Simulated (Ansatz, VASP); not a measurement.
## C in VASP and in Ansatz

Contents of INCAR:

```
PREC = Accurate ; ENCUT = 910
EDIFF = 1E-6 ; ISMEAR = -1
SIGMA = 0.05 ; LREAL = False
LASPH = True ; NELM = 120
ALGO = Normal ; ISIF = 2
LWAVE = False ; LCHARG = False
GGA = PS ; NBANDS = 11
GGA_COMPAT = False
```

KPOINTS

```
Automatic mesh
0
Gamma
  13 13 13
```

The input POSCAR:

```
C
1.0
    0.0000000000      1.7714007132      1.7714007132
    1.7714007132      0.0000000000      1.7714007132
    1.7714007132      1.7714007132      0.0000000000
C
2
Direct
    0.7500000000      0.7500000000      0.7500000000
    0.5000000000      0.5000000000      0.5000000000
```

input.yaml

```yaml
crystal:
  lattice:
    - [0.0, 1.7714007132, 1.7714007132]
    - [1.7714007132, 0.0, 1.7714007132]
    - [1.7714007132, 1.7714007132, 0.0]
  atoms:
    - { symbol: C, position: [0.75, 0.75, 0.75] }
    - { symbol: C, position: [0.5, 0.5, 0.5] }
hamiltonian:
  xc: pbesol
  pseudopotentials: { kind: paw }
kpoints:
  mp_grid: { grid: [13, 13, 13] }
scf:
  occupations: { method: fermi_dirac, width: 0.05 }
output:
  forces: true
  stress: true
  eigenvalues: true
```

Alike in both runs: task single point; functional PBEsol; k mesh 13 × 13 × 13; occupations fermi-dirac, width 0.05 eV; no spin polarisation.

|  | VASP | Ansatz |
| --- | --- | --- |
| version | VASP 6.6.1 | Ansatz 0.2.0 |
| potentials or method | VASP PAW PBE potentials, release 64 (C_h) | Ansatz PAW |
| plane-wave cutoff (eV) | 910 | 420 |
| valence electrons in the cell | 8 | 8 |

```csv
,VASP,Ansatz,Ansatz less VASP
gap on the k mesh at the Fermi level (eV),4.06,4.06,+0.003
least direct gap on the mesh (eV),5.60,5.60,-0.004
```

VASP's potentials were made for PBE, not for PBEsol.

Noted on VASP's run: the cutoff is short for stress, so the pressure is rough. Noted on Ansatz's run: Pulay correction over one GPa; odd divisions of the mesh miss points on the zone boundary, where band edges often lie, so the gap on the mesh can be too wide.
